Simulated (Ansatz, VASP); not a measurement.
## Two plane-wave programs on SrCl2

```
Sr Cl
1.0
     4.15604    0.00000    0.00000
    -2.07802    3.59923    0.00000
     0.00000    0.00000    5.27709
Sr Cl
1 2
Cartesian
  0.0000 0.0000 0.0000
  0.0000 2.3995 1.4592
  2.0780 1.1997 3.8179
```

Change from the starting cell: hydrostatic strain -5.7%.

Alike in both runs: task single point; functional r2SCAN; k mesh 6 × 6 × 6; no spin polarisation.

|  | VASP | Ansatz |
| --- | --- | --- |
| version | VASP 6.6.1 | Ansatz 0.2.0 |
| potentials or method | VASP PAW PBE potentials, release 64 (Sr_sv, Cl) | plane waves, PAW |
| plane-wave cutoff (eV) | 520 | 500 |
| occupations | gaussian, width 0.01 eV | fixed |
| valence electrons in the cell | 24 | 24 |

```tsv
	VASP	Ansatz	Ansatz less VASP
gap on the k mesh at the Fermi level (eV)	5.39	5.40	+0.005
pressure (GPa)	6.5	6.4	-0.10
traceless stress, the component that is largest in VASP (GPa)	-1.26	-1.23	+0.030
rms of the force components (eV/Å)	0.008	0.006	-0.0019
```

VASP's potentials were made for PBE, not for r2SCAN. Atom by atom the forces differ by 0.013 eV/Å (rms over components).
